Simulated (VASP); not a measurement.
# P (P6_3/mmc) in VASP: further runs

Runs on P. Level: PBE. Tasks: relaxation of cell and atoms.

All numbers are computed with VASP 6.6.1; they aren't measurements. Logs are shortened: lines on timing, memory, paths and dates and some standing lists are left out, and cuts for length are marked.

## (1) The cell of the first run

The structure is hexagonal, space group P6_3/mmc (No. 194). Conventional cell: a = 2.720 Å, b = 2.720 Å, c = 4.407 Å, α = 90.00°, β = 90.00°, γ = 120.00°. P (site symmetry -6m2) has 12 P at 2.71 to 2.72 Å within 3.6 Å.

This isn't the form of P at room conditions, which is orthorhombic.

## (2) Relaxation of cell and atoms, PBE, target pressure 2.2 GPa, at which the enthalpy is minimised

Input file INCAR:

```
PREC     = Accurate       # precision mode
ENCUT    = 600            # plane-wave cutoff, eV
EDIFF    = 1E-6           # SCF threshold, eV
ISMEAR   = -1             # smearing method
SIGMA    = 0.05           # smearing width, eV
LREAL    = F              # projectors in reciprocal space
LASPH    = T              # aspherical terms in the spheres
NELM     = 60             # most SCF steps
ALGO     = Normal         # electronic algorithm
ISIF     = 3              # what is computed and relaxed
LWAVE    = F              # write WAVECAR
LCHARG   = F              # write CHGCAR
GGA      = PE             # functional
IBRION   = 2              # ionic algorithm
NSW      = 60             # ionic steps
EDIFFG   = -0.005         # ionic threshold
PSTRESS  = 22.0
```

Input file KPOINTS:

```
Automatic mesh
0
Gamma
  16 16 9
```

Input file POSCAR:

```
P
1.0
    2.7203960070      0.0000000000      0.0000000000
   -1.3601980035      2.3559320504      0.0000000000
    0.0000000000      0.0000000000      4.4070415313
P
2
Direct
    0.3333333333      0.6666666667      0.2500000000
    0.6666666667      0.3333333333      0.7500000000
```

Potentials or basis: VASP PAW PBE potentials, release 64 (P).

Launch:

```bash
$ cat potpaw_PBE.64/P/POTCAR > POTCAR
$ mpirun -np 1 vasp_std > vasp.out
```

OUTCAR:

```text
PREC = Accurate
   ENCUT = 600
   EDIFF = 1E-6
   ISMEAR = -1
   LREAL = F
   LASPH = T
   NELM = 60
   ISIF = 3
   GGA = PE
   IBRION = 2
   NSW = 60
   EDIFFG = -0.005
   PSTRESS = 22.0

 ion  position               nearest neighbor table
   1  0.333  0.667  0.250-   2 2.71   2 2.71   2 2.71   2 2.71   2 2.71   2 2.71
   2  0.667  0.333  0.750-   1 2.71   1 2.71   1 2.71   1 2.71   1 2.71   1 2.71

  LATTYP: Found a hexagonal cell.
 ALAT       =     2.7203960070
 C/A-ratio  =     1.6200000000

  Lattice vectors:

 A1 = (   2.7203960070,   0.0000000000,   0.0000000000)
 A2 = (  -1.3601980035,   2.3559320504,   0.0000000000)
 A3 = (   0.0000000000,   0.0000000000,   4.4070415313)

Analysis of symmetry for initial positions (statically):
=====================================================================
 Subroutine PRICEL returns:
 Original cell was already a primitive cell.

 Routine SETGRP: Setting up the symmetry group for a
 hexagonal supercell.

 Subroutine GETGRP returns: Found 24 space group operations
 (whereof 12 operations were pure point group operations)
 out of a pool of 24 trial point group operations.

The static configuration has the point symmetry D_3d.
 The point group associated with its full space group is D_6h.

Analysis of symmetry for dynamics (positions and initial velocities):
=====================================================================
 Subroutine PRICEL returns:
 Original cell was already a primitive cell.

 Routine SETGRP: Setting up the symmetry group for a
 hexagonal supercell.

 Subroutine GETGRP returns: Found 24 space group operations
 (whereof 12 operations were pure point group operations)
 out of a pool of 24 trial point group operations.

The dynamic configuration has the point symmetry D_3d.
 The point group associated with its full space group is D_6h.

 Subroutine INISYM returns: Found 24 space group operations
 (whereof 12 operations are pure point group operations),
 and found     1 'primitive' translations

----------------------------------------------------------------------------------------

                                     Primitive cell

  volume of cell :      28.2450

  direct lattice vectors                    reciprocal lattice vectors
     2.720396007  0.000000000  0.000000000     0.367593541  0.212230230  0.000000000
    -1.360198004  2.355932050  0.000000000     0.000000000  0.424460459  0.000000000
     0.000000000  0.000000000  4.407041531     0.000000000  0.000000000  0.226909593

  length of vectors
     2.720396007  2.720396007  4.407041531     0.424460459  0.424460459  0.226909593

  position of ions in fractional coordinates (direct lattice)
     0.333333333  0.666666667  0.250000000
     0.666666667  0.333333333  0.750000000

  ion indices of the primitive-cell ions
   primitive index   ion index
                 1           1
                 2           2

----------------------------------------------------------------------------------------

 KPOINTS: Automatic mesh

Automatic generation of k-mesh.
 Grid dimensions read from file:
 generate k-points for:   16   16    9

 Generating k-lattice:

  Cartesian coordinates                     Fractional coordinates (reciprocal lattice)
     0.022974596  0.013264389  0.000000000     0.062500000 -0.000000000  0.000000000
     0.000000000  0.026528779  0.000000000     0.000000000  0.062500000  0.000000000
     0.000000000  0.000000000  0.025212177     0.000000000  0.000000000  0.111111111

  Length of vectors
     0.026528779  0.026528779  0.025212177

  Shift w.r.t. Gamma in fractional coordinates (k-lattice)
     0.000000000  0.000000000  0.000000000

 Subroutine IBZKPT returns following result:
 ===========================================

 Found    150 irreducible k-points:

 Following reciprocal coordinates:
            Coordinates               Weight
  0.000000  0.000000  0.000000      1.000000
  0.062500  0.000000  0.000000      6.000000
  0.125000  0.000000  0.000000      6.000000
  0.187500  0.000000  0.000000      6.000000
  0.250000  0.000000  0.000000      6.000000
  0.312500  0.000000  0.000000      6.000000
[... 16 lines left out ...]
  0.187500  0.187500  0.000000      6.000000
  0.250000  0.187500  0.000000     12.000000
 [... further k-points ...]
   k-points           NKPTS =    150   k-points in BZ     NKDIM =    150   number of bands    NBANDS=      9
   number of dos      NEDOS =    301   number of ions     NIONS =      2
   total plane-waves  NPLWV =  20736
   dimension x,y,z NGX =    24 NGY =   24 NGZ =   36
   dimension x,y,z NGXF=    48 NGYF=   48 NGZF=   72
   ions per type =               2
   NGX,Y,Z   is equivalent  to a cutoff of  14.67, 14.67, 13.58 a.u.
   NGXF,Y,Z  is equivalent  to a cutoff of  29.33, 29.33, 27.16 a.u.
 SYSTEM =  unknown system
   PREC   = accura    normal or accurate (medium, high low for compatibility)
   ISTART =      0    job   : 0-new  1-cont  2-samecut
   ICHARG =      2    charge: 1-file 2-atom 10-const
   ISPIN  =      1    spin polarized calculation?
   LNONCOLLINEAR =      F non collinear calculations
   LSORBIT =      F    spin-orbit coupling
   LASPH  =      T    aspherical Exc in radial PAW
   ENCUT  =  600.0 eV  44.10 Ry    6.64 a.u.   5.43  5.43  8.80*2*pi/ulx,y,z
   NELM   =     60;   NELMIN=  2; NELMDL= -5     # of ELM steps
   EDIFF  = 0.1E-05   stopping-criterion for ELM
   LREAL  =      F    real-space projection
   EDIFFG = -.5E-02   stopping-criterion for IOM
   NSW    =     60    number of steps for IOM
   IBRION =      2    ionic relax: 0-MD 1-quasi-New 2-CG
   NFREE  =      1    steps in history (QN), initial steepest desc. (CG)
   ISIF   =      3    stress and relaxation
   ISYM   =      2    0-nonsym 1-usesym 2-fastsym
   POTIM  = 0.5000    time-step for ionic-motion
   TEBEG  =    0.0;   TEEND  =   0.0 temperature during run
   PSTRESS=   22.0 pullay stress
   NELECT =      10.0000    total number of electrons
   NUPDOWN=      -1.0000    fix difference up-down
   EMIN   =  10.00;   EMAX   =-10.00  energy-range for DOS
   EFERMI =   0.00;   METHOD = LEGACY
   ISMEAR =    -1;   SIGMA  =   0.05  broadening in eV -4-tet -1-fermi 0-gaus
   EFERMI_NEDOS =   21; number of points for ismear=-14 and -15
   IALGO  =     38    algorithm
   IMIX   =      4    mixing-type and parameters
     AMIX     =   0.40;   BMIX     =  1.00
     AMIX_MAG =   1.60;   BMIX_MAG =  1.00
  volume/ion in A,a.u.               =      14.12        95.30
  Fermi-wavevector in a.u.,A,eV,Ry     =   1.158139  2.188566 18.249314  1.341287
  Thomas-Fermi vector in A             =   2.294744
   LORBIT       =      0    0 simple, 1 ext, 2 COOP (PROOUT), +10 PAW based schemes
   GGA     = PE    functional components
   LHFCALC =     F    Hartree Fock is set to
   AEXX    =    0.0000 exact exchange contribution
   IVDW    =     0    specifies the selected vdW correction
   LEPSILON=     F    determine dielectric tensor
   LRPA    =     F    only Hartree local field effects (RPA)
 conjugate gradient relaxation of ions
 non-spin polarized calculation
  energy-cutoff  :      600.00
  volume of cell :       28.25
 maximum number of plane-waves:       966
 NGX is ok and might be reduce to    24
   NGX = 11   NGY = 11   NGZ = 17

--------------------------------------- Ionic step        1  -------------------------------------------

 number of electron      10.0000001 magnetization

 Free energy of the ion-electron system (eV)
  ---------------------------------------------------
  ext. energy  EPLUGINS =         0.00000000
  ---------------------------------------------------
  free energy    TOTEN  =        -9.11382758 eV

  energy without entropy =       -9.10372776  energy(sigma->0) =       -9.10877767

------------------------ aborting loop because EDIFF is reached ----------------------------------------

  FORCE on cell =-STRESS in cart. coord.  units (eV):
  Direction    XX          YY          ZZ          XY          YZ          ZX
  --------------------------------------------------------------------------------------
  -------------------------------------------------------------------------------------
  Total        0.5472312      0.5472312      0.0146001      0.0000000      0.0000000      0.0000000
  in kB       31.0412668     31.0412668      0.8281768      0.0000000      0.0000000      0.0000000
  external PRESSURE =      -1.0297632 kB  Pullay stress =      22.0000000 kB
[... 97 lines left out ...]
  energy  without entropy=       -9.1223942392  energy(sigma->0) =       -9.12632766

  enthalpy is  TOTEN    =        -8.7447988771 eV   P V=        0.3854621941

 E-fermi :  10.4121     XC(G=0): -11.5224

 val. band max:       10.4104952819   @ k =   0.2500   0.0625   0.4444
 cond. band min:      10.4133499908   @ k =   0.1875   0.0000   0.3333
 fundamental gap:      0.0028547090
 Fermi energy:        10.4120949750

 k-point     1 :       0.0000    0.0000    0.0000
  band No.  band energies     occupation
      1      -6.7112      2.00000
      2       5.8661      2.00000
      3       7.3330      2.00000
      4       8.7559      2.00000
      5       8.7559      2.00000
      6      12.7768      0.00000
      7      12.7768      0.00000
      8      13.0976      0.00000
      9      19.3612      0.00000
[... 265 lines left out ...]
 k-point    24 :       0.2500    0.1875    0.0000
  band No.  band energies     occupation
      1      -4.2461      2.00000
      2       0.9603      2.00000
      3       4.2679      2.00000
      4       8.0411      2.00000
      5      10.5051      0.26949
      6      12.7529      0.00000
      7      13.5639      0.00000
      8      15.3213      0.00000
      9      18.1085      0.00000

 [... further k-points ...]

[... ionic steps 4 to 16 ...]

--------------------------------------- Ionic step       17  -------------------------------------------

 number of electron       9.9999998 magnetization

------------------------ aborting loop because EDIFF is reached ----------------------------------------
[... 71 lines left out ...]
--------------------------------------- Ionic step       19  -------------------------------------------

 number of electron       9.9999998 magnetization

 Free energy of the ion-electron system (eV)
  ---------------------------------------------------
  ext. energy  EPLUGINS =         0.00000000
  ---------------------------------------------------
  free energy    TOTEN  =        -9.94594099 eV

  energy without entropy =       -9.93806766  energy(sigma->0) =       -9.94200432

 E-fermi :   9.4929     XC(G=0): -11.2466

 val. band max:        9.4921138817   @ k =   0.0625   0.0625   0.4444
 cond. band min:       9.5078074607   @ k =   0.3750   0.0000   0.4444
 fundamental gap:      0.0156935790
 Fermi energy:         9.4929289037

 k-point     1 :       0.0000    0.0000    0.0000
  band No.  band energies     occupation
      1      -6.9665      2.00000
      2       5.4487      2.00000
      3       6.2473      2.00000
      4       7.7656      2.00000
      5       7.7656      2.00000
      6      11.7588      0.00000
      7      11.7588      0.00000
      8      12.2286      0.00000
      9      17.8315      0.00000
[... 265 lines left out ...]
 k-point    24 :       0.2500    0.1875    0.0000
  band No.  band energies     occupation
      1      -4.6629      2.00000
      2       0.2101      2.00000
      3       3.6750      2.00000
      4       7.4827      2.00000
      5       9.6239      0.13587
      6      11.8986      0.00000
      7      12.4628      0.00000
      8      14.2046      0.00000
      9      17.4321      0.00000

 [... further k-points ...]

------------------------ aborting loop because EDIFF is reached ----------------------------------------

  FORCE on cell =-STRESS in cart. coord.  units (eV):
  Direction    XX          YY          ZZ          XY          YZ          ZX
  --------------------------------------------------------------------------------------
  -------------------------------------------------------------------------------------
  Total        0.4149306      0.4149306      0.4059326      0.0000000      0.0000000      0.0000000
  in kB       22.4967757     22.4967757     22.0089174      0.0000000      0.0000000      0.0000000
  external PRESSURE =       0.3341563 kB  Pullay stress =      22.0000000 kB
[... 21 lines left out ...]
  energy  without entropy=       -9.9380676568  energy(sigma->0) =       -9.94200432

  enthalpy is  TOTEN    =        -9.5401728868 eV   P V=        0.4057681042

 reached required accuracy - stopping structural energy minimisation
```

Run time: 7.6 min. Hardware: 1 thread of Intel Xeon 8259CL, shared host; peak memory 0.19 GiB.

What came out:

```
Free energy                                                : -9.9459 eV
Relaxed volume                                             : 14.78 Å³/atom
Relaxed cell                                               : a = 3.262 Å, b = 3.262 Å, c = 3.206 Å, α = 90.00°, β = 90.00°, γ = 120.00°
Space group after relaxing (to 0.1 Å)                      : P6_3/mmc (No. 194)
Energy change on relaxing (the run minimises the enthalpy) : -416.1 meV/atom
Ionic steps                                                : 19
Pressure after relaxing                                    : 2.2 GPa
Band gap on the k mesh                                     : zero (bands 5 and 6 overlap by 5.12 eV)
```

The path:
| step | energy change (eV) | largest force (eV/Å) | pressure (GPa) | volume (Å³) |
| --- | --- | --- | --- | --- |
| 1 | 0.0000 | 0.0000 | 2.10 | 28.25 |
| 2 | -0.0048 | 0.0000 | 2.28 | 28.21 |
| 3 | -0.0164 | 0.0000 | 2.99 | 28.07 |
| 4 | -0.0170 | 0.0000 | 3.26 | 28.02 |
| 5 | -0.0245 | 0.0000 | 3.49 | 27.92 |
| 6 | -0.0752 | 0.0000 | 4.14 | 27.68 |
| 7 | -0.2481 | 0.0000 | 7.60 | 27.07 |
| 8 | -0.5231 | 0.0000 | 22.60 | 25.25 |
| 9 | -0.5128 | 0.0000 | 23.42 | 25.15 |
| 10 | -0.5493 | 0.0000 | 21.66 | 25.41 |
| 11 | -0.6440 | 0.0000 | 16.83 | 26.20 |
| 12 | -0.7723 | 0.0000 | 8.67 | 27.82 |
| 13 | -0.8248 | 0.0000 | -2.92 | 31.27 |
| 14 | -0.8305 | 0.0000 | 1.81 | 29.64 |
| 15 | -0.8292 | 0.0000 | 2.11 | 29.54 |
| 16 | -0.8300 | 0.0000 | 2.13 | 29.54 |
| 17 | -0.8316 | 0.0000 | 2.17 | 29.55 |
| 18 | -0.8315 | 0.0000 | 2.26 | 29.55 |
| 19 | -0.8321 | 0.0000 | 2.23 | 29.55 |

Final structure:
```cif
data_structure
_symmetry_space_group_name_H-M 'P 1'
_symmetry_Int_Tables_number 1
_cell_length_a 3.2624
_cell_length_b 3.2624
_cell_length_c 3.2060
_cell_angle_alpha 90.000
_cell_angle_beta 90.000
_cell_angle_gamma 120.000
_cell_volume 29.55
loop_
_atom_site_label
_atom_site_type_symbol
_atom_site_fract_x
_atom_site_fract_y
_atom_site_fract_z
_atom_site_occupancy
P1 P 0.33333 0.66667 0.25000 1
P2 P 0.66667 0.33333 0.75000 1
```

Caveat: the cell is relaxed towards a set pressure, so the run minimises the enthalpy, not the energy; a cell axis changed by over 15 % at a fixed basis, so the end point is rough.

## (3) Relaxation of cell and atoms, PBE, target pressure 2.2 GPa, at which the enthalpy is minimised

This run uses another cell than the first one, of 14.81 Å³/atom.

Input file INCAR:

```
SYSTEM = P
ALGO = Normal ; EDIFF = 1E-6
EDIFFG = -0.005 ; ENCUT = 600
GGA = PE ; IBRION = 2
ISIF = 3 ; ISMEAR = -1
LASPH = .True. ; LCHARG = .False.
LREAL = .False. ; LWAVE = .False.
NELM = 60 ; NSW = 32
PREC = Accurate ; PSTRESS = 22.0
SIGMA = 0.05
```

Input file KPOINTS:

```
k-points
0
Gamma
  16 16 9
  0 0 0
```

Input file POSCAR:

```
P
1.0
    3.2652068437      0.0000000000      0.0000000000
   -1.6326034219      2.8277520753      0.0000000000
    0.0000000000      0.0000000000      3.2079736135
P
2
Direct
    0.3333333333      0.6666666667      0.2500000000
    0.6666666667      0.3333333333      0.7500000000
```

Potentials or basis: VASP PAW PBE potentials, release 64 (P).

Launch:

```bash
$ cat potpaw_PBE.64/P/POTCAR > POTCAR
$ mpirun -np 1 vasp_std > vasp.out
```

Wall time 74 s (1 thread of Intel Xeon 8259CL, shared host); peak memory 0.18 GiB.

The run converged. Its results:

```
Free energy                                                : -9.9476 eV
Relaxed volume                                             : 14.78 Å³/atom
Relaxed cell                                               : a = 3.263 Å, b = 3.263 Å, c = 3.205 Å, α = 90.00°, β = 90.00°, γ = 120.00°
Space group after relaxing (to 0.1 Å)                      : P6_3/mmc (No. 194)
Energy change on relaxing (the run minimises the enthalpy) : +0.4 meV/atom
Ionic steps                                                : 3
Pressure after relaxing                                    : 2.2 GPa
Band gap on the k mesh                                     : zero (bands 5 and 6 overlap by 5.12 eV)
```

The path:
```
step  energy change (eV)  largest force (eV/Å)  pressure (GPa)  volume (Å³)
   1              0.0000                0.0000            2.00        29.62
   2              0.0010                0.0000            2.25        29.54
   3              0.0008                0.0000            2.20        29.56
```

Final structure:
```yaml
crystal:
  lattice:
    - [3.26302, 0.00000, 0.00000]
    - [-1.63151, 2.82586, 0.00000]
    - [0.00000, 0.00000, 3.20544]
  atoms:
    - { symbol: P, position: [0.33333, 0.66667, 0.25000] }
    - { symbol: P, position: [0.66667, 0.33333, 0.75000] }
```

Levels at points of the mesh, in eV from the Fermi level:
```
           k point  band 3  band 4  band 5  band 6  band 7  band 8
(0.00, 0.00, 0.00)   -3.24   -1.73   -1.73    2.26    2.26    2.73
(0.50, 0.00, 0.00)   -4.07   -1.58   -1.29    1.12    2.88    3.15
```

Caveat: the cell is relaxed towards a set pressure, so the run minimises the enthalpy, not the energy.
